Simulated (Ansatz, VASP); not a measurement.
**Two plane-wave programs on Sb**

File INCAR:

```
PREC     = Accurate       # precision mode
ENCUT    = 500            # plane-wave cutoff, eV
EDIFF    = 1E-6           # SCF threshold, eV
ISMEAR   = 0              # smearing method
SIGMA    = 0.018000000000000002 # smearing width, eV
LREAL    = F              # projectors in reciprocal space
LASPH    = T              # aspherical terms in the spheres
NELM     = 120            # most SCF steps
ALGO     = Normal         # electronic algorithm
ISIF     = 2              # what is computed and relaxed
LWAVE    = F              # write WAVECAR
LCHARG   = F              # write CHGCAR
GGA      = PE             # functional
NBANDS   = 8              # bands
GGA_COMPAT= F
```

KPOINTS

```
Automatic mesh
0
Gamma
  10 10 10
```

Contents of POSCAR:

```
Sb
1.0
   -1.8713408863      1.8713408863      1.8713408863
    1.8713408863     -1.8713408863      1.8713408863
    1.8713408863      1.8713408863     -1.8713408863
Sb
1
Direct
    0.0000000000      0.0000000000      0.0000000000
```

File input.yaml:

```yaml
crystal:
  lattice:
    - [-1.8713408863, 1.8713408863, 1.8713408863]
    - [1.8713408863, -1.8713408863, 1.8713408863]
    - [1.8713408863, 1.8713408863, -1.8713408863]
  atoms:
    - { symbol: Sb, position: [0.0, 0.0, 0.0] }
hamiltonian:
  xc: pbe
  pseudopotentials: { kind: paw }
kpoints:
  mp_grid: { grid: [10, 10, 10] }
scf:
  occupations: { method: gaussian, width: 0.018 }
output:
  forces: true
  stress: true
  eigenvalues: true
```

Alike in both runs: task single point; functional PBE; k mesh 10 × 10 × 10; occupations gaussian, width 0.018 eV; no spin polarisation.

|  | VASP | Ansatz |
| --- | --- | --- |
| version | VASP 6.6.1 | Ansatz 0.2.0 |
| potentials or method | VASP PAW PBE potentials, release 64 (Sb) | Ansatz PAW |
| plane-wave cutoff (eV) | 500 | 420 |
| valence electrons in the cell | 5 | 15 |

VASP gave:

* gap on the k mesh at the Fermi level (eV): none
* pressure (GPa): 3.0

What did Ansatz give for the same quantities?

gap on the k mesh at the Fermi level (eV): none; pressure (GPa): 3.1.

A gap of «none» marks a metal or a gap that the smearing closes. The functional is the same, so the differences come from potentials, cutoffs and numerics. VASP's potentials hold 5 valence electrons a cell and Ansatz's 15, so a difference there can come from the potentials and not from the codes.

Spin-orbit coupling is off throughout.
